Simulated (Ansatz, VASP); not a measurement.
# One calculation of C, two programs

The input INCAR:

```
SYSTEM = C
PREC     = Accurate       ! precision mode
ENCUT    = 600            ! plane-wave cutoff, eV
EDIFF    = 1E-6           ! SCF threshold, eV
ISMEAR   = 0              ! smearing method
SIGMA    = 0.15           ! smearing width, eV
LREAL    = .FALSE.        ! projectors in reciprocal space
LASPH    = .TRUE.         ! aspherical terms in the spheres
NELM     = 120            ! most SCF steps
ALGO     = Normal         ! electronic algorithm
ISIF     = 2              ! what is computed and relaxed
LWAVE    = .FALSE.        ! write WAVECAR
LCHARG   = .TRUE.         ! write CHGCAR
GGA      = PS             ! functional
IVDW     = 12             ! dispersion correction
LELF     = .TRUE.         ! ELF
LVHAR    = .TRUE.       
NBANDS   = 16             ! bands
GGA_COMPAT= .FALSE.
```

File KPOINTS:

```
regular mesh
0
G
  18 12 10
  0 0 0
```

Contents of POSCAR:

```
C
1.0
   -2.4576582504      0.0000000000      0.0000000000
    0.0000000000      0.0000000000     -3.5294825081
    0.0000000000     -4.2567889574      0.0000000000
C
4
Direct
    0.5000000000      0.0000000000      0.1913331468
    0.0000000000      0.0000000000      0.6631428838
    0.0000000000      0.0000000000      0.3086668532
    0.5000000000      0.0000000000      0.8368571162
```

Input for Ansatz:

```yaml
crystal:
  lattice:
    - [-2.4576582504, 0.0, 0.0]
    - [0.0, 0.0, -3.5294825081]
    - [0.0, -4.2567889574, 0.0]
  atoms:
    - { symbol: C, position: [0.5, 0.0, 0.1913331468] }
    - { symbol: C, position: [0.0, 0.0, 0.6631428838] }
    - { symbol: C, position: [0.0, 0.0, 0.3086668532] }
    - { symbol: C, position: [0.5, 0.0, 0.8368571162] }
basis:
  ecutwfc: 520.0
kpoints:
  mp_grid: { grid: [18, 12, 10] }
hamiltonian:
  xc: pbesol
  pseudopotentials: { kind: paw, azcp: { folder: soft_1 } }
  dispersion: d3bj
scf:
  occupations: { method: gaussian, width: 0.15 }
output:
  forces: true
  stress: true
  eigenvalues: true
```

Change from the starting cell: mode 8 frozen in at -0.060 Å and mode 12 at -0.045 Å (largest displacements).

Alike in both runs: task single point; functional PBEsol; dispersion D3(BJ); k mesh 18 × 12 × 10; occupations gaussian, width 0.15 eV; no spin polarisation.

|  | VASP | Ansatz |
| --- | --- | --- |
| version | VASP 6.6.1 | Ansatz 0.2.0 |
| potentials or method | VASP PAW PBE potentials, release 64 (C), cutoff 600 eV | scalar-relativistic, plane waves, PAW |
| valence electrons in the cell | 16 | 16 |

|  | VASP | Ansatz | Ansatz less VASP |
| --- | --- | --- | --- |
| gap on the k mesh at the Fermi level (eV) | none | none | - |
| pressure (GPa) | 5.7 | 5.4 | -0.21 |
| traceless stress, the component that is largest in VASP (GPa) | 16.84 | 16.44 | -0.404 |
| rms of the force components (eV/Å) | 3.696 | 3.701 | +0.0054 |

VASP's potentials were made for PBE, not for PBEsol, and Ansatz warns of the same on its side. Atom by atom the forces differ by 0.011 eV/Å (rms over components). A gap of «none» marks a metal or a gap that the smearing closes.
